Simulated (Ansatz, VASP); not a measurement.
# SiC: VASP beside Ansatz

Contents of INCAR:

```
SYSTEM = SiC
PREC = Accurate
ENCUT = 520
EDIFF = 1E-8
ISMEAR = -1
SIGMA = 0.02
LREAL = .False.
LASPH = .True.
NELM = 100
ALGO = Normal
ISIF = 2
LWAVE = .False.
LCHARG = .False.
GGA = PE
LEFG = .True.
NBANDS = 36
```

The input KPOINTS:

```
regular mesh
0
Gamma
  10 10 2
  0 0 0
```

POSCAR

```
SiC
1.0
    1.5690821724     -2.7198172038      0.0000000000
    1.5690821724      2.7198172038      0.0000000000
    0.0000000000      0.0000000000     15.4184831394
Si C
6 6
Direct
    0.1666620629      0.8333379371      0.8577214520
    0.8333379371      0.1666620629      0.3577214520
    0.5001149255      0.4998850745      0.5245066742
    0.4998850745      0.5001149255      0.0245066742
    0.8334420064      0.1665579936      0.6912249935
    0.1665579936      0.8334420064      0.1912249935
    0.5001800041      0.4998199959      0.6498136389
    0.4998199959      0.5001800041      0.1498136389
    0.1666200943      0.8333799057      0.9826819952
    0.8333799057      0.1666200943      0.4826819952
    0.8333969748      0.1666030252      0.8161912462
    0.1666030252      0.8333969748      0.3161912462
```

Input for Ansatz:

```yaml
crystal:
  lattice:
    - [1.5690821724, -2.7198172038, 0.0]
    - [1.5690821724, 2.7198172038, 0.0]
    - [0.0, 0.0, 15.4184831394]
  atoms:
    - { symbol: Si, position: [0.1666620629, 0.8333379371, 0.857721452] }
    - { symbol: Si, position: [0.8333379371, 0.1666620629, 0.357721452] }
    - { symbol: Si, position: [0.5001149255, 0.4998850745, 0.5245066742] }
    - { symbol: Si, position: [0.4998850745, 0.5001149255, 0.0245066742] }
    - { symbol: Si, position: [0.8334420064, 0.1665579936, 0.6912249935] }
    - { symbol: Si, position: [0.1665579936, 0.8334420064, 0.1912249935] }
    - { symbol: C, position: [0.5001800041, 0.4998199959, 0.6498136389] }
    - { symbol: C, position: [0.4998199959, 0.5001800041, 0.1498136389] }
    - { symbol: C, position: [0.1666200943, 0.8333799057, 0.9826819952] }
    - { symbol: C, position: [0.8333799057, 0.1666200943, 0.4826819952] }
    - { symbol: C, position: [0.8333969748, 0.1666030252, 0.8161912462] }
    - { symbol: C, position: [0.1666030252, 0.8333969748, 0.3161912462] }
kpoints:
  mp_grid: { grid: [10, 10, 2] }
scf:
  occupations: { method: fermi_dirac, width: 0.02 }
hamiltonian:
  xc: pbe
  pseudopotentials: { kind: paw, frozen_core: stored }
output:
  forces: true
  stress: true
  populations: true
  efg: {}
```

Change from the starting cell: volume scaled by 1.06.

Alike in both runs: task electric field gradients; functional PBE; k mesh 10 × 10 × 2; occupations fermi-dirac, width 0.02 eV; no spin polarisation.

|  | VASP | Ansatz |
| --- | --- | --- |
| version | VASP 6.6.1 | Ansatz 0.2.0 |
| potentials or method | VASP PAW PBE potentials, release 64 (Si, C) | plane-wave PAW, scalar-relativistic |
| plane-wave cutoff (eV) | 520 | 420 |
| valence electrons in the cell | 48 | 48 |

VASP gave:

```
gap on the k mesh at the Fermi level (eV)                     : 2.03
pressure (GPa)                                                : -8.6
traceless stress, the component that is largest in VASP (GPa) : 0.24
rms of the force components (eV/Å)                            : 0.005
size of Vzz on the site where it differs most (V/Å²)          : 2.5
```

Q: Estimate Ansatz's values.

A: gap on the k mesh at the Fermi level (eV): 2.03; pressure (GPa): -8.5; traceless stress, the component that is largest in VASP (GPa): 0.24; rms of the force components (eV/Å): 0.005; size of Vzz on the site where it differs most (V/Å²): 2.4.

Atom by atom the forces differ by 0.000 eV/Å (rms over components). With one functional, cell and mesh, what is left measures potentials, basis and numerics.
